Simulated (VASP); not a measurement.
YN, 2 atoms in the cell. Symmetry: Fm-3m, No. 225, cubic system. The conventional cell has a = 4.777 Å, b = 4.777 Å, c = 4.777 Å, α = 90.00°, β = 90.00°, γ = 90.00°. Within 3.2 Å of Y (site symmetry m-3m) lie 6 N at 2.39 Å. N (site symmetry m-3m) has 6 Y at 2.39 Å within 3.2 Å. 

| Quantity | Value |
| --- | --- |
| Program | VASP 6.6.1 |
| Task | electric field gradients |
| Functional | LDA |
| Potentials or basis | VASP PAW LDA potentials, release 64 (Y_sv, N) |
| Cutoff | 520 eV |
| k mesh | 9 × 9 × 9 |
| Occupations | fermi-dirac, width 0.03 eV |
| Spin | no spin polarisation |
| Dipole correction | no |
| Further INCAR settings | ALGO = Normal; EDIFF = 1e-08; NBANDS = 15 |

Potentials or basis: VASP PAW LDA potentials, release 64 (Y_sv, N).

The run is started by

```bash
$ cat potpaw_LDA.64/Y_sv/POTCAR potpaw_LDA.64/N/POTCAR > POTCAR
$ mpirun -np 1 vasp_std > vasp.out
```

Hardware: 1 thread of AMD EPYC 7R43 64-Core Processor (Zen 3), on a shared host.

Problem. How long does it take, and how much memory?

Solution. It took 25 s on 1 thread of AMD EPYC 7R43 64-Core Processor (Zen 3) (shared host), peak memory 0.13 GiB. Counts: scf iterations 15, k points 35.
